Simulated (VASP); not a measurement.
Write the native input for VASP 6.6.1 that does the following.

- Task: single point
- Functional: LDA
- Potentials or basis: VASP PAW LDA potentials, release 64 (Ca_sv, Zn, Sb)
- Cutoff: 520 eV
- k mesh: 12 × 12 × 6
- Occupations: gaussian, width 0.05 eV
- Spin: no spin polarisation
- Dipole correction: no
- Further INCAR settings: ALGO = Fast; EDIFF = 1e-07; NBANDS = 30

The structure of CaZn2Sb2 lies in POSCAR:

```
CaZn2Sb2
1.0
    4.3580381640      0.0000000000      0.0000000000
   -2.1790190820      3.7741717607      0.0000000000
    0.0000000000      0.0000000000      7.2306187594
Ca Zn Sb
1 2 2
Direct
    0.0000000000      0.0000000000      0.0000000000
    0.3333333333      0.6666666667      0.6331625593
    0.6666666667      0.3333333333      0.3668374407
    0.3333333333      0.6666666667      0.2557853088
    0.6666666667      0.3333333333      0.7442146912
```

One way to write it, as run:

INCAR

```
SYSTEM = CaZn2Sb2
PREC = Accurate
ENCUT = 520
EDIFF = 1E-7
ISMEAR = 0
SIGMA = 0.05
LREAL = .False.
LASPH = .True.
NELM = 100
ALGO = Fast
ISIF = 2
LWAVE = .False.
LCHARG = .False.
GGA = CA
NBANDS = 30
```

KPOINTS

```
Automatic mesh
0
Gamma
  12 12 6
  0 0 0
```

Potentials or basis: VASP PAW LDA potentials, release 64 (Ca_sv, Zn, Sb).

The run is started by

```bash
$ cat potpaw_LDA.64/Ca_sv/POTCAR potpaw_LDA.64/Zn/POTCAR potpaw_LDA.64/Sb/POTCAR > POTCAR
$ mpirun -np 1 vasp_std > vasp.out
```

It gave:

```yaml
Pressure: 0.4 GPa
Largest_force: 0.026 eV/Å
Band_gap_on_the_k_mesh: zero (bands 22 and 23 overlap by 0.20 eV)
```

Caveat: spin-orbit coupling is left out, which moves the levels of the heavy elements.

It took 8.1 min on 1 thread of AMD EPYC 9R14 (Zen 4) (shared host), peak memory 0.42 GiB.
